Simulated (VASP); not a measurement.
Runs of VASP 6.6.1 on F. The structure is that of space group Cmce (No. 64), or close to it. The cells are those of the table. 

| cell | gap on the mesh (eV) | pressure (GPa) | largest force (eV/Å) |
| --- | --- | --- | --- |
| a = 4.174, b = 4.174, c = 6.184 Å, angles 90.0, 90.0, 61.2°, 4 atoms | (a) | (b) | 0.44 |
| a = 4.174, b = 4.174, c = 6.471 Å, angles 90.0, 90.0, 61.2°, 4 atoms | 2.80 | -2.3 | 1.15 |
| a = 4.235, b = 4.235, c = 6.376 Å, angles 90.0, 90.0, 61.2°, 4 atoms | 2.92 | -1.8 | 0.85 |
| a = 4.174, b = 4.174, c = 6.567 Å, angles 90.0, 90.0, 61.2°, 4 atoms | 2.63 | -3.0 | 1.59 |
| a = 4.235, b = 4.235, c = 6.471 Å, angles 90.0, 90.0, 61.2°, 4 atoms | 2.75 | -2.5 | 1.32 |

Alike in all rows: task single point; level PBEsol; potentials or basis VASP PAW PBE potentials, release 64 (F); no spin polarisation; k mesh 6 × 6 × 4; cutoff (eV) 520; smearing gaussian 0.05 eV.

Q: Estimate the missing entries.

A: (a) 3.33; (b) 0.3.

Caveats: the PAW data sets were made with another functional, which shifts forces and pressure a little; this functional lacks dispersion, which holds the molecules together, so the pressure and a relaxed volume are unreliable (at least some runs); the stress differs along the axes, from -6 to -0 GPa (at least some runs).

A k mesh can miss the band edges.
